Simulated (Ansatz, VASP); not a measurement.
## One calculation of ZrC, two programs

File INCAR:

```
PREC = Accurate ; ENCUT = 520
EDIFF = 1E-6 ; ISMEAR = 0
SIGMA = 0.05 ; LREAL = F
LASPH = T ; NELM = 60
ALGO = Normal ; ISIF = 2
LWAVE = F ; LCHARG = F
GGA = RE ; IVDW = 13
NBANDS = 15
```

KPOINTS

```
Automatic mesh
0
Gamma
  8 8 8
```

The input POSCAR:

```
ZrC
1.0
    0.0000000000      2.3713365220      2.3713365220
    2.3713365220      0.0000000000      2.3713365220
    2.3713365220      2.3713365220      0.0000000000
Zr C
1 1
Direct
    0.5000000000      0.5000000000      0.5000000000
    0.0000000000      0.0000000000      0.0000000000
```

Input for Ansatz:

```yaml
crystal:
  lattice:
    - [0.0, 2.371336522, 2.371336522]
    - [2.371336522, 0.0, 2.371336522]
    - [2.371336522, 2.371336522, 0.0]
  atoms:
    - { symbol: Zr, position: [0.5, 0.5, 0.5] }
    - { symbol: C, position: [0.0, 0.0, 0.0] }
basis:
  ecutwfc: 420
  ecutrho_ratio: 4
kpoints:
  mp_grid: { grid: [8, 8, 8] }
hamiltonian:
  xc: revpbe
  dispersion: d4
scf:
  occupations: { method: gaussian, width: 0.05 }
output:
  forces: true
  stress: true
  eigenvalues: true
```

Alike in both runs: task single point; functional revPBE; dispersion D4; k mesh 8 × 8 × 8; occupations gaussian, width 0.05 eV; no spin polarisation.

```csv
,VASP,Ansatz
version,VASP 6.6.1,Ansatz 0.2.0
potentials or method,"VASP PAW PBE potentials, release 64 (Zr_sv, C), cutoff 520 eV","scalar-relativistic, plane waves, PAW"
valence electrons in the cell,16,16
```

VASP gave:

* gap on the k mesh at the Fermi level (eV): none
* pressure (GPa): -8.0

Problem. Which values does Ansatz return?

Solution. gap on the k mesh at the Fermi level (eV): none; pressure (GPa): -8.2.

VASP's potentials were made for PBE, not for revPBE. A gap of «none» marks a metal or a gap that the smearing closes.
